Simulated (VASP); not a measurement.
# Al16HO24 (a cell with a defect) in VASP: notebook, part 2 of 2

VASP 6.6.1. The steps go on from the part before.

## (3) Single point, LDA

INCAR

```
SYSTEM = Al16HO24
PREC = Accurate
ENCUT = 520
EDIFF = 1E-6
ISMEAR = -1
SIGMA = 0.02
LREAL = Auto
LASPH = .True.
NELM = 60
ALGO = Normal
ISIF = 2
LWAVE = .False.
LCHARG = .True.
LELF = .True.
LVHAR = .True.
NELECT = 192.0
NBANDS = 122
```

KPOINTS

```
Automatic mesh
0
Gamma
  1 1 1
  0 0 0
```

POSCAR

```
Al16HO24
1.0
   -4.7351000000     -2.7338110000      4.3003330000
    4.7351000000     -2.7338110000      4.3003330000
    0.0000000000      5.4676230000      4.3003330000
Al O H
16 24 1
Direct
    0.3626444466      0.3444188548      0.3525988224
    0.1454718153      0.1355248237      0.1411567152
    0.6480075542      0.6365400033      0.6386523436
    0.8636388047      0.8552968478      0.8512374015
    0.8350159942      0.8480041042      0.3502177927
    0.6461430652      0.6348655842      0.1416951273
    0.1415412743      0.1437798754      0.6410489709
    0.3556550075      0.3351274579      0.8636785496
    0.8504618678      0.3435243163      0.8503206172
    0.6491719812      0.1418120521      0.6522762910
    0.1523916249      0.6719582655      0.1284135351
    0.3487212915      0.8528500321      0.3724230624
    0.3799432343      0.8483177142      0.8551125949
    0.1493363436      0.6384495619      0.6689850003
    0.6475795020      0.1518349560      0.1429776777
    0.8335034898      0.3429541878      0.3588420306
    0.6054091647      0.3897009431      0.7393602227
    0.7550524818      0.5757109684      0.4065671240
    0.4031432422      0.7513724242      0.6030458992
    0.4044701554      0.6098934833      0.2568169885
    0.2510884774      0.3928806254      0.6161891222
    0.5913853879      0.2344763469      0.4164606621
    0.0911063694      0.9057459757      0.7675924083
    0.2507898338      0.1068646791      0.4205410361
    0.9013517481      0.2429073647      0.5903274878
    0.8937525573      0.0998516894      0.2335797876
    0.7648813250      0.8870751540      0.5988227048
    0.1006837542      0.7542074390      0.4184288031
    0.1045923577      0.4291472774      0.2534087090
    0.2504549126      0.5945659134      0.9111687528
    0.8885367261      0.7585711499      0.1040820900
    0.9123825170      0.5898972474      0.7337098671
    0.7338080938      0.3978912177      0.1028329910
    0.0821373924      0.2376356923      0.9008300639
    0.5879067725      0.9195998730      0.2639608199
    0.7482463594      0.0926741434      0.8908291082
    0.3944972959      0.2419345200      0.1054177106
    0.4007666315      0.1002238763      0.7677949561
    0.2602697531      0.9129486828      0.0978226672
    0.6082473453      0.7463014519      0.9055087379
    0.0775018410      0.4733963311      0.3929589664
```

Potentials or basis: VASP PAW LDA potentials, release 64 (Al, O, H).

Run with:

```console
> cat potpaw_LDA.64/Al/POTCAR potpaw_LDA.64/O/POTCAR potpaw_LDA.64/H/POTCAR > POTCAR
> mpirun -np 1 vasp_gam > vasp.out
```

OUTCAR:

```text
SYSTEM = Al16HO24
   PREC = Accurate
   ENCUT = 520
   EDIFF = 1E-6
   ISMEAR = -1
   LREAL = Auto
   LASPH = .True.
   NELM = 60
   ISIF = 2
   NELECT = 192.0

 ion  position               nearest neighbor table
   1  0.363  0.344  0.353-  22 1.79  24 1.89  37 1.90  20 1.95  21 1.98  29 2.00  41 2.12  15 2.71
                             2 2.74   7 2.79  11 3.01   6 3.14  10 3.17  16 3.28  14 3.31
   2  0.145  0.136  0.141-  39 1.73  34 1.84  26 1.85  37 1.93  24 2.12  29 2.23   8 2.70   1 2.74
                            12 2.81  16 2.91   9 3.18  13 3.20  11 3.23   5 3.24
   3  0.648  0.637  0.639-  18 1.79  17 1.84  19 1.85  27 1.97  32 2.00  40 2.05   5 2.71  13 2.72
                             4 2.78   9 2.78  16 3.07  12 3.12   8 3.26
   4  0.864  0.855  0.851-  23 1.70  36 1.81  31 1.85  27 1.92  40 1.98  32 2.07  14 2.70  10 2.75
                             3 2.78   6 2.86  11 3.03   7 3.10  15 3.22
   5  0.835  0.848  0.350-  27 1.80  31 1.87  35 1.88  26 1.93  28 1.99  18 2.02   6 2.63   3 2.71
                            15 2.77  11 2.85  10 3.18   2 3.24
   6  0.646  0.635  0.142-  33 1.75  40 1.79  20 1.82  31 1.94  18 2.05  35 2.21   5 2.63  16 2.75
                             4 2.86  12 2.93  13 3.05   1 3.14   9 3.16  15 3.36
   7  0.142  0.144  0.641-  24 1.69  25 1.81  23 1.86  21 1.93  34 1.97  38 2.06   8 2.71   9 2.76
[... 297 lines left out ...]
      6     -11.3083      2.00000
[... 100 lines left out ...]
    107      15.8393      0.00000
    108      15.9434      0.00000
 [bands above 108 left out]

------------------------ aborting loop because EDIFF is reached ----------------------------------------

  FORCE on cell =-STRESS in cart. coord.  units (eV):
  Direction    XX          YY          ZZ          XY          YZ          ZX
  --------------------------------------------------------------------------------------
  -------------------------------------------------------------------------------------
  Total        0.4766896     -2.8891340     -0.1953690      2.2707886      0.3853147     -0.0820088
  in kB        2.2866267    -13.8588513     -0.9371632     10.8927179      1.8483113     -0.3933871
  external PRESSURE =      -4.1697959 kB  Pullay stress =       0.0000000 kB

 VOLUME and BASIS-vectors are now :
 -----------------------------------------------------------------------------
  energy-cutoff  :      520.00
  volume of cell :      334.00
      direct lattice vectors                 reciprocal lattice vectors
    -4.735100000 -2.733811000  4.300333000    -0.105594391 -0.060964948  0.077513382
     4.735100000 -2.733811000  4.300333000     0.105594391 -0.060964948  0.077513382
     0.000000000  5.467623000  4.300333000     0.000000000  0.121929897  0.077513368

 POSITION                                       TOTAL-FORCE (eV/Angst)
 -----------------------------------------------------------------------------------
     -0.08630     -0.00510      4.55690         0.532159      0.419943      1.161213
     -0.04710      0.00360      1.81540         0.873362      0.327224     -0.142908
     -0.05430     -0.01980      8.27040        -0.353141      0.432427      1.394709
     -0.03950     -0.04500     11.05260         0.921526      1.225988     -1.919215
      0.06150     -2.68620      8.74360        -0.620262     -0.350138      1.431294
     -0.05340     -2.72730      6.11810         1.537068      0.137230      1.300475
[... 33 lines left out ...]
      0.65370      1.24790      9.71900        -0.627048     -0.135952     -0.551068
      1.87460      0.64250      4.05890         0.009947     -0.888579      0.121431
 -----------------------------------------------------------------------------------
    total drift:                               -0.002334      0.005406      0.008439

  FREE ENERGIE OF THE ION-ELECTRON SYSTEM (eV)
  ---------------------------------------------------
  free  energy   TOTEN  =      -339.7103311910 eV

  energy  without entropy=     -339.7103311910  energy(sigma->0) =     -339.71033119
```

OSZICAR:

```text
N       E                     dE             d eps       ncg     rms          rms(c)
DAV:   1     0.185994386743E+04    0.18599E+04   -0.11399E+05   244   0.159E+03
DAV:   2    -0.196020091685E+03   -0.20560E+04   -0.19557E+04   342   0.387E+02
DAV:   3    -0.371748046204E+03   -0.17573E+03   -0.17451E+03   288   0.118E+02
DAV:   4    -0.374684149375E+03   -0.29361E+01   -0.29302E+01   296   0.168E+01
DAV:   5    -0.374715307058E+03   -0.31158E-01   -0.31123E-01   288   0.180E+00    0.358E+01
DAV:   6    -0.340684513633E+03    0.34031E+02   -0.13952E+02   280   0.331E+01    0.130E+01
DAV:   7    -0.340131047042E+03    0.55347E+00   -0.39260E+00   288   0.598E+00    0.659E+00
DAV:   8    -0.339761622335E+03    0.36942E+00   -0.31298E-01   288   0.227E+00    0.206E+00
DAV:   9    -0.339709417743E+03    0.52205E-01   -0.59508E-02   296   0.110E+00    0.425E-01
DAV:  10    -0.339710889303E+03   -0.14716E-02   -0.22942E-02   280   0.530E-01    0.319E-01
DAV:  11    -0.339710323366E+03    0.56594E-03   -0.23788E-03   296   0.216E-01    0.176E-01
DAV:  12    -0.339710347521E+03   -0.24155E-04   -0.10700E-03   280   0.112E-01    0.489E-02
DAV:  13    -0.339710332313E+03    0.15209E-04   -0.10069E-04   288   0.448E-02    0.165E-02
DAV:  14    -0.339710332346E+03   -0.33364E-07   -0.62844E-05   288   0.286E-02    0.976E-03
DAV:  15    -0.339710331233E+03    0.11131E-05   -0.75312E-06   280   0.119E-02    0.402E-03
DAV:  16    -0.339710331191E+03    0.41939E-07   -0.22519E-06   176   0.522E-03
   1 F= -.33971033E+03 E0= -.33971033E+03  d E =-.136969E-11
```

Run time: 46 s. Hardware: 1 thread of Intel Xeon Platinum 8488C (Sapphire Rapids), shared host; peak memory 0.29 GiB.

What came out:

| Item | Value |
| --- | --- |
| Free energy | -339.7103 eV |
| Largest force | 3.362 eV/Å |

Forces on the atoms (eV/Å):
```
Al   0.532  0.420  1.161
Al   0.873  0.327 -0.143
Al  -0.353  0.432  1.395
Al   0.922  1.226 -1.919
Al  -0.620 -0.350  1.431
Al   1.537  0.137  1.300
Al   0.154  2.730  1.662
Al   1.138 -1.509 -0.335
Al   0.718 -0.793  0.098
Al  -0.612  0.494 -0.933
Al   0.843  1.938  1.671
Al   0.272 -1.417 -0.575
Al   2.412  0.122 -0.636
Al   0.202 -1.869  0.355
Al  -0.936  0.817 -1.363
Al  -1.090  0.218 -1.696
O    1.677  0.949  1.071
O    2.077 -1.335  0.470
O   -0.851  1.079  0.906
O   -1.128  0.474 -1.022
O    0.754 -1.874 -0.562
O    0.340 -1.767  0.056
O   -2.093 -1.649  0.612
O   -0.705 -2.141 -2.494
O   -0.381 -0.412  0.187
O   -0.818  0.282  1.619
O    1.851  0.208 -0.307
O    0.368 -0.618 -1.177
O    0.392  2.108 -0.407
O   -1.188 -0.855 -0.384
O   -1.730 -0.465  0.143
O    0.458  2.864 -0.354
O   -0.984 -0.916 -0.295
O   -0.339  0.372  2.232
O   -1.345  0.254 -0.838
O    0.566  1.243  1.045
O    0.562 -0.171  0.832
O   -1.560 -0.389 -1.005
O   -1.295  0.861 -1.373
O   -0.627 -0.136 -0.551
H    0.010 -0.889  0.121
```

Levels at points of the mesh, in eV from the Fermi level:
| k point | band 94 | band 95 | band 96 | band 97 | band 98 | band 99 |
| --- | --- | --- | --- | --- | --- | --- |
| (0.00, 0.00, 0.00) | -0.75 | -0.62 | -0.55 | 5.02 | 7.01 | 7.87 |

Caveat: the k points lie up to 0.91 Å⁻¹ apart; the cell carries a net charge on a neutralising background, which shifts energy and pressure; the cell is charged against a uniform background, so pressure and absolute levels hang on convention.

## (4) Single point, LDA

INCAR

```
SYSTEM = Al16HO24
  PREC = Accurate
  ENCUT = 520
  EDIFF = 1E-6
  ISMEAR = -1
  SIGMA = 0.02
  LREAL = Auto
  LASPH = .TRUE.
  NELM = 80
  ALGO = Normal
  ISIF = 2
  LWAVE = .FALSE.
  LCHARG = .TRUE.
  GGA = CA
  LELF = .TRUE.
  LVHAR = .TRUE.
  NBANDS = 122
  NELECT = 192.0
```

KPOINTS

```
Automatic mesh
0
G
  1 1 1
  0 0 0
```

POSCAR

```
Al16HO24
1.0
   -4.7351000000     -2.7338110000      4.3003330000
    4.7351000000     -2.7338110000      4.3003330000
    0.0000000000      5.4676230000      4.3003330000
Al O H
16 24 1
Direct
    0.3723286446      0.3298163429      0.3560288795
    0.1429742482      0.1235659991      0.1505902400
    0.6470579884      0.6481772890      0.6591947632
    0.8552816747      0.8482068505      0.8662659566
    0.8385740440      0.8405169807      0.3584953669
    0.6402690319      0.6323705714      0.1569706153
    0.1423033805      0.1428102336      0.6547903421
    0.3557623895      0.3434500835      0.8730146080
    0.8438624915      0.3531231196      0.8654825745
    0.6339653852      0.1439018174      0.6710671008
    0.1314344511      0.6462493441      0.1441285388
    0.3415324588      0.8446897311      0.3768195560
    0.3343151272      0.8534593902      0.8514396551
    0.1339306374      0.6495902855      0.6661575090
    0.6451817624      0.1368503650      0.1597088959
    0.8427720812      0.3321176072      0.3646422502
    0.6025984994      0.4065730722      0.7735508361
    0.7512725251      0.5900087714      0.4211171038
    0.3988588029      0.7542050469      0.6074044674
    0.3925981188      0.5756987925      0.2460741619
    0.2500846686      0.4003243679      0.6017963160
    0.6011673472      0.2377959295      0.4285897244
    0.0893792806      0.9018647614      0.7659222053
    0.2504288329      0.0997667561      0.4101176239
    0.9074071315      0.2380654069      0.5961832822
    0.9008127321      0.0915795585      0.2386984180
    0.7408154420      0.9010654895      0.6150373117
    0.0988906871      0.7332595494      0.4180320169
    0.0985038622      0.4138087132      0.2790912530
    0.2358582827      0.5894938976      0.9114668055
    0.8987741989      0.7219458320      0.1123783129
    0.9012089258      0.5810044951      0.7800997535
    0.7415288042      0.3861825602      0.1113554707
    0.0831925667      0.2579512836      0.9208979497
    0.5879786550      0.8854591728      0.2675203724
    0.7456191780      0.0916519968      0.9245226212
    0.3922997568      0.2303601990      0.1116087624
    0.3931950963      0.0884919221      0.7768899336
    0.2403841847      0.8813632559      0.1196215417
    0.6007066634      0.7382327980      0.9146767120
    0.0896000688      0.4649036526      0.4012362178
```

Run with:

```console
> cat potpaw_LDA.64/Al/POTCAR potpaw_LDA.64/O/POTCAR potpaw_LDA.64/H/POTCAR > POTCAR
> mpirun -np 1 vasp_gam > vasp.out
```

Run time: 46 s. Hardware: 1 thread of Intel Xeon Platinum 8488C (Sapphire Rapids), shared host; peak memory 0.29 GiB.

The run converged. Its results:

```
Free energy   : -340.3442 eV
Largest force : 4.268 eV/Å
```

Forces in eV/Å, atoms in the order of the input:
```
Al   2.174  0.486  0.807
Al  -0.153 -0.468  0.363
Al   0.307  0.842  0.410
Al   1.437  1.667 -1.340
Al  -0.368  0.308  1.043
Al   0.792  0.133 -0.453
Al   0.860 -0.453  1.200
Al   1.774 -0.736 -0.511
Al  -1.335  1.066 -0.383
Al  -1.521  0.068  0.614
Al  -2.551 -0.481  2.390
Al  -0.552 -1.691 -1.356
Al  -3.116  1.860  1.447
Al  -2.130  0.371 -0.808
Al  -0.402  0.250 -0.833
Al   0.971 -0.449 -0.308
O   -0.061  0.642 -2.386
O   -0.479  0.139 -0.782
O   -0.311  1.281  0.285
O   -0.664 -0.010  1.345
O   -0.450  0.347  0.002
O   -0.018 -0.783 -1.011
O   -0.152 -0.473 -0.058
O   -0.570  1.074 -0.818
O    0.516  1.189  0.473
O   -0.572  2.188  0.389
O   -0.868 -0.731 -0.152
O    1.770  0.416 -0.080
O   -0.293 -0.672 -4.204
O   -0.415 -0.935  0.331
O    2.628 -0.412 -0.165
O    1.487 -2.884  0.680
O    0.624  0.812  1.004
O   -1.779 -0.017  0.232
O    0.315 -0.941  0.722
O   -0.332 -1.437 -1.326
O   -0.337 -0.295  0.492
O    1.004 -1.391  0.366
O    0.713 -1.662 -0.171
O    1.404 -0.082 -0.314
H    0.651  1.865  2.866
```

Levels at points of the mesh, in eV from the Fermi level:
```csv
k point,band 92,band 93,band 94,band 95,band 96,band 97,band 98,band 99,band 100,band 101
"(0.00, 0.00, 0.00)",-1.01,-0.86,-0.66,-0.63,-0.57,5.29,7.89,8.05,8.20,8.36
```

Caveat: the k points lie up to 0.91 Å⁻¹ apart; the cell carries a net charge on a neutralising background, which shifts energy and pressure; the cell is charged against a uniform background, so pressure and absolute levels hang on convention.

## (5) Single point, LDA

INCAR

```
SYSTEM = Al16HO24
PREC = Accurate
ENCUT = 520
EDIFF = 1E-7
ISMEAR = -1
SIGMA = 0.02
LREAL = Auto
LASPH = .True.
NELM = 60
ALGO = Normal
ISIF = 2
LWAVE = .False.
LCHARG = .False.
NBANDS = 122
NELECT = 192.0
```

KPOINTS

```
regular mesh
0
Gamma
  1 1 1
  0 0 0
```

POSCAR

```
Al16HO24
1.0
   -4.7351000000     -2.7338110000      4.3003330000
    4.7351000000     -2.7338110000      4.3003330000
    0.0000000000      5.4676230000      4.3003330000
Al O H
16 24 1
Direct
    0.3645969761      0.3193181013      0.3746773619
    0.1348124504      0.1304408426      0.1667365087
    0.6336105696      0.6444234353      0.6620250557
    0.8477728642      0.8330318873      0.8730672394
    0.8456216125      0.8285786778      0.3703157972
    0.6492739177      0.6188416142      0.1687731927
    0.1371779562      0.1140739035      0.6518875018
    0.3448197528      0.3455377947      0.8778233352
    0.8541899832      0.3388048805      0.8469169292
    0.6229984772      0.1347300141      0.6555109020
    0.1378380456      0.6322732212      0.1790245327
    0.3497939378      0.8262569481      0.3493658667
    0.3495454390      0.8285215958      0.8688442160
    0.1485675124      0.6283884243      0.6573515925
    0.6387598805      0.1221710017      0.1473476163
    0.8442674970      0.3389983369      0.3684279535
    0.5786499783      0.3893192355      0.7671057211
    0.7354929077      0.5785374052      0.4231839912
    0.3866379121      0.7434202398      0.6102954440
    0.3914655459      0.5697933531      0.2718549088
    0.2393152161      0.3984037253      0.5922323205
    0.6062616614      0.2309580776      0.4137996588
    0.0914792687      0.8820644728      0.7712281168
    0.2427878833      0.0582511259      0.4312996260
    0.8960692600      0.2344148070      0.6144040614
    0.8994079011      0.0848105325      0.2684287451
    0.7504646699      0.8913064684      0.6070082004
    0.0857742915      0.7352642706      0.4250044768
    0.0933235409      0.3909941287      0.2854134187
    0.2445077988      0.5814594999      0.9208276589
    0.8908385258      0.7070831669      0.1264563962
    0.9078236712      0.5713154666      0.7461536477
    0.7563383044      0.3747835326      0.1214555796
    0.0932393310      0.2383893806      0.9191581460
    0.5808523487      0.8852387397      0.2582870005
    0.7506406843      0.0854593787      0.9166944300
    0.4058146446      0.2443819399      0.1064657484
    0.3921391632      0.0859365487      0.7672929607
    0.2325818748      0.8771722742      0.1181972678
    0.6033447352      0.7484525471      0.9219103585
    0.1055494183      0.4117097951      0.4671296700
```

Run with:

```console
> cat potpaw_LDA.64/Al/POTCAR potpaw_LDA.64/O/POTCAR potpaw_LDA.64/H/POTCAR > POTCAR
> mpirun -np 1 vasp_gam > vasp.out
```

It took 52 s on 1 thread of Intel Xeon Platinum 8488C (Sapphire Rapids), shared host; peak memory 0.29 GiB.

It converged, with:

* Free energy: -339.9517 eV
* Largest force: 3.734 eV/Å

Forces in eV/Å, atoms in the order of the input:
```
Al  -0.620 -2.178 -0.390
Al  -0.813 -0.589 -0.835
Al  -0.949  0.105 -0.097
Al  -0.064 -0.856  0.380
Al   1.092 -0.562  0.501
Al   0.643  0.048 -1.064
Al   0.170  2.727  1.456
Al  -0.596  0.555 -1.273
Al  -0.022  2.622  0.530
Al  -2.065  0.570  1.513
Al  -0.212 -1.611 -0.729
Al   0.555  1.840  0.974
Al   1.344  0.173  0.292
Al   2.459  0.422  2.117
Al  -0.355 -0.137  1.914
Al   0.005  0.978 -1.828
O   -0.159 -1.346  0.620
O    0.114  0.017  0.178
O   -1.595 -0.024  0.535
O   -0.170 -0.924  0.572
O   -0.599  0.791 -1.659
O    1.209  1.167 -1.118
O    0.151  0.441 -0.154
O    0.971 -3.595  0.279
O   -0.479 -1.276 -0.287
O   -1.000  0.696 -0.891
O    0.570  1.068 -0.349
O   -0.675 -0.533 -0.705
O   -0.383  1.464  0.147
O    0.260  0.038  0.272
O    0.570 -1.905  0.856
O    1.519  0.710  0.640
O    1.330 -1.442 -0.637
O   -0.204 -0.211  0.416
O   -1.020 -0.664  0.870
O   -0.469 -0.451 -1.031
O    0.051  2.789 -0.205
O    0.196  0.203 -0.552
O    0.155 -1.142  0.471
O   -0.132  0.669 -1.864
H   -0.784 -0.647  0.132
```

Levels at points of the mesh, in eV from the Fermi level:
```csv
k point,band 93,band 94,band 95,band 96,band 97,band 98,band 99,band 100
"(0.00, 0.00, 0.00)",-0.79,-0.61,-0.52,-0.49,5.25,7.05,8.05,8.29
```

Caveat: the k points lie up to 0.91 Å⁻¹ apart; the cell carries a net charge on a neutralising background, which shifts energy and pressure; the cell is charged against a uniform background, so pressure and absolute levels hang on convention.
